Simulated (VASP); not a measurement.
Nb, 1 atom in the cell. The structure is cubic, space group Im-3m (No. 229). Conventional cell: a = 3.258 Å, b = 3.258 Å, c = 3.258 Å, α = 90.00°, β = 90.00°, γ = 90.00°. Within 3.7 Å of Nb (site symmetry m-3m) lie 14 Nb at 2.82 to 3.26 Å.  This cell differs from its parent crystal: volume scaled by 0.96.

| Property | Result |
| --- | --- |
| Program | VASP 6.6.1 |
| Task | single point |
| Functional | r2SCAN |
| Potentials or basis | VASP PAW PBE potentials, release 64 (Nb_sv) |
| Cutoff | 520 eV |
| k mesh | 22 × 22 × 22 |
| Occupations | fermi-dirac, width 0.1 eV |
| Spin | no spin polarisation |
| Dipole correction | no |
| Further INCAR settings | ALGO = Normal; EDIFF = 1e-06; NBANDS = 12 |

Potentials or basis: VASP PAW PBE potentials, release 64 (Nb_sv).

Command:

```sh
$ cat potpaw_PBE.64/Nb_sv/POTCAR > POTCAR
$ cp INCAR.step1 INCAR
$ mpirun -np 1 vasp_std > vasp.out
$ cp INCAR.step2 INCAR
$ mpirun -np 1 vasp_std > vasp.out
```

Hardware: 1 thread of AMD EPYC 7R43 64-Core Processor (Zen 3), on a shared host.

Question: How long does it take, and how much memory?

Answer: Run time: 4.3 min on 1 thread of AMD EPYC 7R43 64-Core Processor (Zen 3) (shared host), peak memory 0.16 GiB. Counts: k points 328.
